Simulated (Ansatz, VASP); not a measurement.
## GaAs3 in VASP and in Ansatz

```xyz
4
Lattice="-2.7230 2.7230 2.7230 2.7230 -2.7230 2.7230 2.7230 2.7230 -2.7230" Properties=species:S:1:pos:R:3 pbc="T T T"
Ga    0.0000    0.0000    0.0000
As    2.7230    0.0000    0.0000
As    0.0000    2.7230    0.0000
As    0.0000    0.0000    2.7230
```

Alike in both runs: functional PBE; k mesh 5 × 5 × 5; occupations gaussian, width 0.2 eV; no spin polarisation.

Ansatz relaxed the structure, and its values are those at the end. VASP's run is a single point on that final structure, the one shown.

|  | VASP | Ansatz |
| --- | --- | --- |
| version | VASP 6.6.1 | Ansatz 0.2.0 |
| potentials or method | VASP PAW PBE potentials, release 64 (Ga_d, As), cutoff 500 eV | scalar-relativistic, plane waves, PAW |
| valence electrons in the cell | 28 | 58 |

|  | VASP | Ansatz | Ansatz less VASP |
| --- | --- | --- | --- |
| gap on the k mesh at the Fermi level (eV) | none | none | - |
| pressure (GPa) | -0.6 | -0.7 | -0.13 |

A gap of «none» marks a metal or a gap that the smearing closes. VASP's potentials hold 28 valence electrons a cell and Ansatz's 58, so a difference there can come from the potentials and not from the codes.
